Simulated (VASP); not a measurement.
# Li2O (I4/mmm) in VASP: a series of runs

Li2O is run at these levels: r2SCAN; tasks: single point.

Program: VASP 6.6.1. These are calculated values, not measurements. Logs are shortened: lines on timing, memory, paths and dates and some standing lists are left out, and cuts for length are marked.

## Step 1: The cell of the first run

It takes space group I4/mmm (No. 139, tetragonal). The conventional cell has a = 3.201 Å, b = 3.201 Å, c = 4.582 Å, α = 90.00°, β = 90.00°, γ = 90.00°. Li (site symmetry -4m2) has 4 O at 1.97 Å and 6 Li at 2.26 to 2.29 Å within 2.6 Å. Within 2.6 Å of O (site symmetry 4/mmm) lie 8 Li at 1.97 Å.

## Step 2: Single point, r2SCAN (in-plane strain -0.01, then relaxed in part)

The input, POSCAR:

```
Li2O
1.0
    2.2635763107      2.2635763107      0.0000000000
   -2.2635763107      2.2635763107      0.0000000000
    0.0000000000      2.2635763107      2.2910535601
Li O
2 1
Direct
    0.2500000000      0.7500000000      0.5000000000
    0.7500000000      0.2500000000      0.5000000000
    0.0000000000      0.0000000000      0.0000000000
```

The input, INCAR.step1:

```
SYSTEM = Li2O
PREC = Accurate
ENCUT = 830
ISMEAR = 0
SIGMA = 0.01
LREAL = .FALSE.
LASPH = .TRUE.
NELM = 120
NBANDS = 13
GGA = PE
ALGO = Normal
EDIFF = 1E-5
LWAVE = .TRUE.
LCHARG = .FALSE.
GGA_COMPAT = .FALSE.
```

The input, INCAR.step2:

```
SYSTEM = Li2O
PREC = Accurate
ENCUT = 830
EDIFF = 1E-6
ISMEAR = 0
SIGMA = 0.01
LREAL = .FALSE.
LASPH = .TRUE.
NELM = 120
ALGO = Normal
ISIF = 2
LWAVE = .FALSE.
LCHARG = .FALSE.
METAGGA = R2SCAN
LMIXTAU = .TRUE.
NBANDS = 13
ISTART = 1
GGA_COMPAT = .FALSE.
```

The input, KPOINTS:

```
Automatic mesh
0
G
  8 8 8
  0 0 0
```

Potentials or basis: VASP PAW PBE potentials, release 64 (Li_sv, O).

Run with:

```bash
$ cat potpaw_PBE.64/Li_sv/POTCAR potpaw_PBE.64/O/POTCAR > POTCAR
$ cp INCAR.step1 INCAR
$ mpirun -np 1 vasp_std > vasp.out
$ cp INCAR.step2 INCAR
$ mpirun -np 1 vasp_std > vasp.out
```

OUTCAR:

```text
SYSTEM = Li2O
   PREC = Accurate
   ENCUT = 830
   EDIFF = 1E-6
   ISMEAR = 0
   LREAL = .FALSE.
   LASPH = .TRUE.
   NELM = 120
   ISIF = 2
   METAGGA = R2SCAN
   ISTART = 1

 ion  position               nearest neighbor table
   1  0.250  0.750  0.500-   3 1.97   3 1.97   3 1.97   3 1.97   2 2.26   2 2.26   2 2.26   2 2.26
                             2 2.29   2 2.29
   2  0.750  0.250  0.500-   3 1.97   3 1.97   3 1.97   3 1.97   1 2.26   1 2.26   1 2.26   1 2.26
                             1 2.29   1 2.29
   3  0.000  0.000  0.000-   2 1.97   1 1.97   1 1.97   2 1.97   1 1.97   2 1.97   2 1.97   1 1.97

  LATTYP: Found a body centered tetragonal cell.
 ALAT       =     3.2011803181
 C/A-ratio  =     1.4313805112

  Lattice vectors:

 A1 = (   2.2635763107,   0.0000000000,  -2.2910535601)
 A2 = (  -2.2635763107,   0.0000000000,  -2.2910535601)
 A3 = (   0.0000000000,   2.2635763107,   2.2910535601)

Analysis of symmetry for initial positions (statically):
=====================================================================
 Subroutine PRICEL returns:
 Original cell was already a primitive cell.

 Routine SETGRP: Setting up the symmetry group for a
 body centered tetragonal supercell.

 Subroutine GETGRP returns: Found 16 space group operations
 (whereof 16 operations were pure point group operations)
 out of a pool of 16 trial point group operations.

The static configuration has the point symmetry D_4h.

Analysis of symmetry for dynamics (positions and initial velocities):
=====================================================================
 Subroutine PRICEL returns:
 Original cell was already a primitive cell.

 Routine SETGRP: Setting up the symmetry group for a
 body centered tetragonal supercell.

 Subroutine GETGRP returns: Found 16 space group operations
 (whereof 16 operations were pure point group operations)
 out of a pool of 16 trial point group operations.

The dynamic configuration has the point symmetry D_4h.

 Subroutine INISYM returns: Found 16 space group operations
 (whereof 16 operations are pure point group operations),
 and found     1 'primitive' translations

----------------------------------------------------------------------------------------

                                     Primitive cell

  volume of cell :      23.4777

  direct lattice vectors                    reciprocal lattice vectors
     2.263576311  2.263576311  0.000000000     0.220889394  0.220889394 -0.218240206
    -2.263576311  2.263576311  0.000000000    -0.220889394  0.220889394 -0.218240206
[... 101 lines left out ...]
   EFERMI =   0.00;   METHOD = LEGACY
   ISMEAR =     0;   SIGMA  =   0.01  broadening in eV -4-tet -1-fermi 0-gaus
   EFERMI_NEDOS =   21; number of points for ismear=-14 and -15
   IALGO  =     38    algorithm
   IMIX   =      4    mixing-type and parameters
     AMIX     =   0.40;   BMIX     =  1.00
     AMIX_MAG =   1.60;   BMIX_MAG =  1.00
  volume/ion in A,a.u.               =       7.83        52.81
  Fermi-wavevector in a.u.,A,eV,Ry     =   1.308931  2.473521 23.310865  1.713300
  Thomas-Fermi vector in A             =   2.439564
   LORBIT       =      0    0 simple, 1 ext, 2 COOP (PROOUT), +10 PAW based schemes
   METAGGA = R2SCAN    functional components
   LHFCALC =     F    Hartree Fock is set to
   AEXX    =    0.0000 exact exchange contribution
   IVDW    =     0    specifies the selected vdW correction
   LEPSILON=     F    determine dielectric tensor
   LRPA    =     F    only Hartree local field effects (RPA)
 non-spin polarized calculation
 Gauss-broadening in eV      SIGMA  =   0.01
  energy-cutoff  :      830.00
  volume of cell :       23.48
 maximum number of plane-waves:      1295
   NGX = 15   NGY = 15   NGZ = 15

 number of electron      12.0000004 magnetization

 Free energy of the ion-electron system (eV)
  ---------------------------------------------------
  ext. energy  EPLUGINS =         0.00000000
  ---------------------------------------------------
  free energy    TOTEN  =       -16.83677240 eV

  energy without entropy =      -16.83677240  energy(sigma->0) =      -16.83677240

 E-fermi :   1.2599     XC(G=0): -10.4938

 val. band max:        1.2111308388   @ k =   0.0000   0.0000   0.0000
 cond. band min:       6.9521697362   @ k =   0.5000   0.5000   0.0000
 fundamental gap:      5.7410388974
 Fermi energy:         1.2599151582

 k-point     1 :       0.0000    0.0000    0.0000
  band No.  band energies     occupation
      1     -43.0375      2.00000
      2     -42.6660      2.00000
      3     -15.2468      2.00000
      4       1.1717      2.00000
      5       1.2111      2.00000
      6       1.2111      2.00000
      7       7.7042      0.00000
      8      14.5594      0.00000
      9      14.5594      0.00000
     10      14.6795      0.00000
     11      21.6588      0.00000
     12      22.0931      0.00000
     13      22.0931      0.00000
[... 354 lines left out ...]
  band No.  band energies     occupation
      1     -42.9420      2.00000
      2     -42.7379      2.00000
      3     -15.1065      2.00000
      4      -0.7213      2.00000
      5       0.4773      2.00000
      6       0.9662      2.00000
      7       9.5980      0.00000
      8      13.8485      0.00000
      9      15.2658      0.00000
     10      15.8191      0.00000
     11      17.8755      0.00000
     12      21.8539      0.00000
     13      25.1041      0.00000

 [... further k-points ...]

------------------------ aborting loop because EDIFF is reached ----------------------------------------

  FORCE on cell =-STRESS in cart. coord.  units (eV):
  Direction    XX          YY          ZZ          XY          YZ          ZX
  --------------------------------------------------------------------------------------
  -------------------------------------------------------------------------------------
  Total        0.4195890      0.4195890      0.0611342      0.0000000      0.0000000     -0.0000000
  in kB       28.6338143     28.6338143      4.1719549      0.0000000      0.0000000     -0.0000000
  external PRESSURE =      20.4798611 kB  Pullay stress =       0.0000000 kB

 VOLUME and BASIS-vectors are now :
 -----------------------------------------------------------------------------
  energy-cutoff  :      830.00
  volume of cell :       23.48
      direct lattice vectors                 reciprocal lattice vectors
     2.263576311  2.263576311  0.000000000     0.220889394  0.220889394 -0.218240206
    -2.263576311  2.263576311  0.000000000    -0.220889394  0.220889394 -0.218240206
     0.000000000  2.263576311  2.291053560     0.000000000  0.000000000  0.436480411

 POSITION                                       TOTAL-FORCE (eV/Angst)
 -----------------------------------------------------------------------------------
     -1.13179      3.39536      1.14553         0.000000     -0.000000      0.000000
      1.13179      3.39536      1.14553        -0.000000      0.000000      0.000000
      0.00000      0.00000      0.00000        -0.000000     -0.000000      0.000000
 -----------------------------------------------------------------------------------
    total drift:                               -0.000000      0.000000     -0.000000

  FREE ENERGIE OF THE ION-ELECTRON SYSTEM (eV)
  ---------------------------------------------------
  free  energy   TOTEN  =       -16.8367723973 eV

  energy  without entropy=      -16.8367723973  energy(sigma->0) =      -16.83677240
```

It took 2.8 min on 1 thread of Intel Xeon 8259CL, shared host; peak memory 0.18 GiB.

What came out:

| Item | Value |
| --- | --- |
| Free energy | -16.8368 eV |
| Pressure | 2.0 GPa |
| Band gap on the k mesh | 5.74 eV (least direct gap 6.49 eV) |

Stress tensor (GPa, compression positive):
```
2.86 0.00 0.00
0.00 2.86 0.00
0.00 0.00 0.42
```

Caveat: the cell differs from its parent crystal (in-plane strain -0.01, then relaxed in part); the PAW data sets were made with another functional, which shifts forces and pressure a little. A k mesh can miss the band edges.

## Step 3: Single point, r2SCAN (in-plane strain -0.01)

POSCAR, as its differences from that of step 2:

```diff
@@ -4,3 +4,3 @@
    -2.2635763107      2.2635763107      0.0000000000
-    0.0000000000      2.2635763107      2.2910535601
+    0.0000000000      2.2635763107      2.3001593622
 Li O
```

The input, INCAR.step1:

```
SYSTEM = Li2O
PREC     = Accurate       ! precision mode
ENCUT    = 830            ! plane-wave cutoff, eV
ISMEAR   = 0              ! smearing method
SIGMA    = 0.01           ! smearing width, eV
LREAL    = .FALSE.        ! projectors in reciprocal space
LASPH    = .TRUE.         ! aspherical terms in the spheres
NELM     = 120            ! most SCF steps
NBANDS   = 13             ! bands
GGA      = PE             ! functional
ALGO     = Normal         ! electronic algorithm
EDIFF    = 1E-5           ! SCF threshold, eV
LWAVE    = .TRUE.         ! write WAVECAR
LCHARG   = .FALSE.        ! write CHGCAR
GGA_COMPAT= .FALSE.
```

The input, INCAR.step2:

```
SYSTEM = Li2O
PREC     = Accurate       ! precision mode
ENCUT    = 830            ! plane-wave cutoff, eV
EDIFF    = 1E-6           ! SCF threshold, eV
ISMEAR   = 0              ! smearing method
SIGMA    = 0.01           ! smearing width, eV
LREAL    = .FALSE.        ! projectors in reciprocal space
LASPH    = .TRUE.         ! aspherical terms in the spheres
NELM     = 120            ! most SCF steps
ALGO     = Normal         ! electronic algorithm
ISIF     = 2              ! what is computed and relaxed
LWAVE    = .FALSE.        ! write WAVECAR
LCHARG   = .FALSE.        ! write CHGCAR
METAGGA  = R2SCAN         ! meta-GGA
LMIXTAU  = .TRUE.       
NBANDS   = 13             ! bands
ISTART   = 1            
GGA_COMPAT= .FALSE.
```

KPOINTS is that of step 2.

Potentials or basis: VASP PAW PBE potentials, release 64 (Li_sv, O).

Run with:

```bash
$ cat potpaw_PBE.64/Li_sv/POTCAR potpaw_PBE.64/O/POTCAR > POTCAR
$ cp INCAR.step1 INCAR
$ mpirun -np 1 vasp_std > vasp.out
$ cp INCAR.step2 INCAR
$ mpirun -np 1 vasp_std > vasp.out
```

OUTCAR:

```text
SYSTEM = Li2O
   PREC = Accurate
   ENCUT = 830
   EDIFF = 1E-6
   ISMEAR = 0
   LREAL = .FALSE.
   LASPH = .TRUE.
   NELM = 120
   ISIF = 2
   METAGGA = R2SCAN
   ISTART = 1

 ion  position               nearest neighbor table
   1  0.250  0.750  0.500-   3 1.97   3 1.97   3 1.97   3 1.97   2 2.26   2 2.26   2 2.26   2 2.26
                             2 2.30   2 2.30
   2  0.750  0.250  0.500-   3 1.97   3 1.97   3 1.97   3 1.97   1 2.26   1 2.26   1 2.26   1 2.26
                             1 2.30   1 2.30
   3  0.000  0.000  0.000-   2 1.97   1 1.97   1 1.97   2 1.97   1 1.97   2 1.97   2 1.97   1 1.97

  LATTYP: Found a body centered tetragonal cell.
 ALAT       =     3.2011803181
 C/A-ratio  =     1.4370695391

  Lattice vectors:

 A1 = (   2.2635763107,   0.0000000000,  -2.3001593622)
 A2 = (  -2.2635763107,   0.0000000000,  -2.3001593622)
 A3 = (   0.0000000000,   2.2635763107,   2.3001593622)

Analysis of symmetry for initial positions (statically):
=====================================================================
 Subroutine PRICEL returns:
 Original cell was already a primitive cell.

 Routine SETGRP: Setting up the symmetry group for a
 body centered tetragonal supercell.

[... 187 lines left out ...]
     11      21.4985      0.00000
     12      22.0734      0.00000
     13      22.0734      0.00000
[... 354 lines left out ...]
  band No.  band energies     occupation
      1     -42.9693      2.00000
      2     -42.7690      2.00000
      3     -15.1219      2.00000
      4      -0.7420      2.00000
      5       0.4495      2.00000
      6       0.9547      2.00000
      7       9.5487      0.00000
      8      13.8201      0.00000
      9      15.1619      0.00000
     10      15.7852      0.00000
     11      17.8260      0.00000
     12      21.7858      0.00000
     13      25.0029      0.00000

 [... further k-points ...]

------------------------ aborting loop because EDIFF is reached ----------------------------------------

  FORCE on cell =-STRESS in cart. coord.  units (eV):
  Direction    XX          YY          ZZ          XY          YZ          ZX
  --------------------------------------------------------------------------------------
  -------------------------------------------------------------------------------------
  Total        0.3998392      0.3998392     -0.0822454      0.0000000      0.0000000      0.0000000
  in kB       27.1780134     27.1780134     -5.5904171      0.0000000      0.0000000      0.0000000
  external PRESSURE =      16.2552032 kB  Pullay stress =       0.0000000 kB

 VOLUME and BASIS-vectors are now :
 -----------------------------------------------------------------------------
  energy-cutoff  :      830.00
  volume of cell :       23.57
      direct lattice vectors                 reciprocal lattice vectors
     2.263576311  2.263576311  0.000000000     0.220889394  0.220889394 -0.217376243
    -2.263576311  2.263576311  0.000000000    -0.220889394  0.220889394 -0.217376243
     0.000000000  2.263576311  2.300159362     0.000000000  0.000000000  0.434752486

 POSITION                                       TOTAL-FORCE (eV/Angst)
 -----------------------------------------------------------------------------------
     -1.13179      3.39536      1.15008        -0.000000     -0.000000      0.000000
      1.13179      3.39536      1.15008        -0.000000      0.000000      0.000000
      0.00000      0.00000      0.00000         0.000000      0.000000      0.000000
 -----------------------------------------------------------------------------------
    total drift:                               -0.000000      0.000000     -0.000000

  FREE ENERGIE OF THE ION-ELECTRON SYSTEM (eV)
  ---------------------------------------------------
  free  energy   TOTEN  =       -16.8369196922 eV

  energy  without entropy=      -16.8369196922  energy(sigma->0) =      -16.83691969
```

OSZICAR.step1:

```text
N       E                     dE             d eps       ncg     rms          rms(c)
DAV:   1     0.606440676212E+02    0.60644E+02   -0.77301E+03  1534   0.138E+03
DAV:   2    -0.995524852628E+01   -0.70599E+02   -0.66974E+02  1863   0.278E+02
DAV:   3    -0.160112457172E+02   -0.60560E+01   -0.59922E+01  2814   0.596E+01
DAV:   4    -0.161216921644E+02   -0.11045E+00   -0.11040E+00  1819   0.789E+00
DAV:   5    -0.161222417442E+02   -0.54958E-03   -0.54957E-03  2181   0.549E-01    0.751E+00
DAV:   6    -0.143660790726E+02    0.17562E+01   -0.81486E+00  1624   0.153E+01    0.276E+00
DAV:   7    -0.143401849659E+02    0.25894E-01   -0.16861E-01  1920   0.297E+00    0.151E+00
DAV:   8    -0.143405945091E+02   -0.40954E-03   -0.66218E-02  1838   0.254E+00    0.434E-01
DAV:   9    -0.143386105603E+02    0.19839E-02   -0.60838E-03  1862   0.652E-01    0.129E-01
DAV:  10    -0.143389922615E+02   -0.38170E-03   -0.83661E-04  1779   0.224E-01    0.511E-02
DAV:  11    -0.143389714660E+02    0.20795E-04   -0.41507E-05  2039   0.699E-02    0.128E-02
DAV:  12    -0.143389736186E+02   -0.21526E-05   -0.54360E-06  1775   0.236E-02
   1 F= -.14338974E+02 E0= -.14338974E+02  d E =-.479958-168
```

Run time: 3.5 min. Hardware: 1 thread of Intel Xeon 8259CL, shared host; peak memory 0.18 GiB.

What came out:

* Free energy: -16.8369 eV
* Pressure: 1.6 GPa
* Band gap on the k mesh: 5.72 eV (least direct gap 6.45 eV)

Levels at points of the mesh, in eV from the valence-band top:
| k point | band 3 | band 4 | band 5 | band 6 | band 7 | band 8 | band 9 | band 10 |
| --- | --- | --- | --- | --- | --- | --- | --- | --- |
| (0.00, 0.00, 0.00) | -16.46 | -0.05 | 0.00 | 0.00 | 6.45 | 13.31 | 13.31 | 13.47 |
| (0.50, 0.00, 0.00) | -16.25 | -2.84 | -0.53 | -0.44 | 10.37 | 11.33 | 13.19 | 13.42 |
| (0.50, 0.50, 0.00) | -16.20 | -1.59 | -1.51 | -1.50 | 5.72 | 14.96 | 15.34 | 16.76 |
| (0.00, 0.00, 0.50) | -16.24 | -1.63 | -1.41 | -1.41 | 5.78 | 15.23 | 15.23 | 16.45 |

Caveat: the cell differs from its parent crystal (in-plane strain -0.01); the PAW data sets were made with another functional, which shifts forces and pressure a little. A k mesh can miss the band edges.
